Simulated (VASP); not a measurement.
## AlNi3: relaxation of cell and atoms with LDA

AlNi3:

```
Al Ni
1.0
     0.00000    2.83617    2.83617
     2.83617    0.00000    2.83617
     2.83617    2.83617    0.00000
Al Ni
1 3
Direct
  0.50000 0.50000 0.50000
  0.25000 0.25000 0.25000
  0.00000 0.00000 0.00000
  0.75000 0.75000 0.75000
```

| Item | Value |
| --- | --- |
| Program | VASP 6.6.1 |
| Task | relaxation of cell and atoms |
| Functional | LDA |
| Potentials or basis | VASP PAW LDA potentials, release 64 (Al, Ni) |
| Cutoff | 600 eV |
| k mesh | 14 × 14 × 14 |
| Occupations | gaussian, width 0.1 eV |
| Spin | no spin polarisation |
| Dipole correction | no |
| Further INCAR settings | ALGO = Fast; EDIFF = 1e-06; IBRION = 2; EDIFFG = -0.005; NSW = 70; ISIF = 3 |

```
Relaxed volume                         : 10.61 Å³/atom
Relaxed cell                           : a = 3.916 Å, b = 3.916 Å, c = 3.916 Å, α = 60.00°, β = 60.00°, γ = 60.00°
Space group after relaxing (to 0.05 Å) : Fm-3m (No. 225)
Energy gained by relaxing              : 35.6 meV/atom
Ionic steps                            : 3
Pressure after relaxing                : -0.1 GPa
```

The path:
```
step  energy change (eV)  largest force (eV/Å)  pressure (GPa)  volume (Å³)
   1              0.0000                0.0000          -13.21        45.63
   2             -0.0061                0.0000           17.12        39.69
   3             -0.1424                0.0000           -0.07        42.45
```

Final structure:
```cif
data_structure
_symmetry_space_group_name_H-M 'P 1'
_symmetry_Int_Tables_number 1
_cell_length_a 3.9157
_cell_length_b 3.9157
_cell_length_c 3.9157
_cell_angle_alpha 60.000
_cell_angle_beta 60.000
_cell_angle_gamma 60.000
_cell_volume 42.45
loop_
_atom_site_label
_atom_site_type_symbol
_atom_site_fract_x
_atom_site_fract_y
_atom_site_fract_z
_atom_site_occupancy
Al1 Al 0.50000 0.50000 0.50000 1
Ni1 Ni 0.25000 0.25000 0.25000 1
Ni2 Ni 0.00000 0.00000 0.00000 1
Ni3 Ni 0.75000 0.75000 0.75000 1
```

Levels at points of the mesh, in eV from the Fermi level:
| k point | band 14 | band 15 | band 16 | band 17 | band 18 | band 19 |
| --- | --- | --- | --- | --- | --- | --- |
| (0.00, 0.00, 0.00) | -0.60 | -0.54 | -0.54 | 5.60 | 5.60 | 5.60 |
| (0.50, 0.00, 0.00) | -0.68 | -0.50 | -0.50 | -0.16 | 4.46 | 4.46 |
| (0.50, 0.50, 0.00) | -0.80 | -0.64 | -0.38 | -0.38 | -0.37 | -0.04 |

Wall time 2.7 min on 1 thread of Intel(R) Xeon(R) 6975P-C (Granite Rapids) (shared host), peak memory 0.24 GiB.

Spin polarisation is off, so any magnetic state and its effect on volume and gap are missing.
